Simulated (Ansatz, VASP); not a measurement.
Al3Ni5: VASP beside Ansatz

```
CELL_PARAMETERS angstrom
3.29333 -3.69194 0.00000
3.29333 3.69194 0.00000
0.00000 0.00000 3.72035
ATOMIC_POSITIONS crystal
Al 0.49097 0.50903 0.00000
Al 0.77969 0.22031 0.50000
Al 0.22031 0.77969 0.50000
Ni 0.00000 0.00000 0.00000
Ni 0.00000 0.50000 0.00000
Ni 0.50000 0.00000 0.00000
Ni 0.27624 0.27624 0.50000
Ni 0.72376 0.72376 0.50000
```

Alike in both runs: task single point; functional PBEsol; k mesh 8 × 8 × 10; occupations gaussian, width 0.15 eV; no spin polarisation.

```csv
,VASP,Ansatz
version,VASP 6.6.1,Ansatz 0.2.0
potentials or method,"VASP PAW PBE potentials, release 64 (Al, Ni), cutoff 520 eV","scalar-relativistic, plane waves, PAW"
valence electrons in the cell,59,99
```

```csv
,VASP,Ansatz,Ansatz less VASP
gap on the k mesh at the Fermi level (eV),none,none,-
pressure (GPa),0.3,0.1,-0.18
"traceless stress, the component that is largest in VASP (GPa)",-0.23,-0.09,+0.145
rms of the force components (eV/Å),0.138,0.137,-0.0011
```

VASP's potentials were made for PBE, not for PBEsol. Atom by atom the forces differ by 0.003 eV/Å (rms over components). A gap of «none» marks a metal or a gap that the smearing closes. VASP's potentials hold 59 valence electrons a cell and Ansatz's 99, so a difference there can come from the potentials and not from the codes.
